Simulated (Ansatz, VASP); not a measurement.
**AlBAs2 in VASP and in Ansatz**

```
B As Al
1.0
     3.64596    0.00000    0.00000
     0.00000    3.64596    0.00000
     0.00000    0.00000    5.39653
B As Al
1 2 1
Direct
  0.00000 0.00000 0.00000
  0.00000 0.50000 0.21166
  0.50000 0.00000 0.78834
  0.50000 0.50000 0.50000
```

Alike in both runs: task single point; functional PBE; k mesh 6 × 6 × 4; no spin polarisation.

|  | VASP | Ansatz |
| --- | --- | --- |
| version | VASP 6.6.1 | Ansatz 0.2.0 |
| potentials or method | VASP PAW PBE potentials, release 64 (B, As, Al) | plane waves, PAW |
| plane-wave cutoff (eV) | 520 | 420 |
| occupations | gaussian, width 0.01 eV | fixed |
| valence electrons in the cell | 16 | 36 |

```tsv
	VASP	Ansatz	Ansatz less VASP
gap on the k mesh at the Fermi level (eV)	0.68	0.68	+0.009
pressure (GPa)	3.2	2.9	-0.31
rms of the force components (eV/Å)	0.015	0.020	+0.0049
```

VASP's potentials hold 16 valence electrons a cell and Ansatz's 36, so a difference there can come from the potentials and not from the codes.
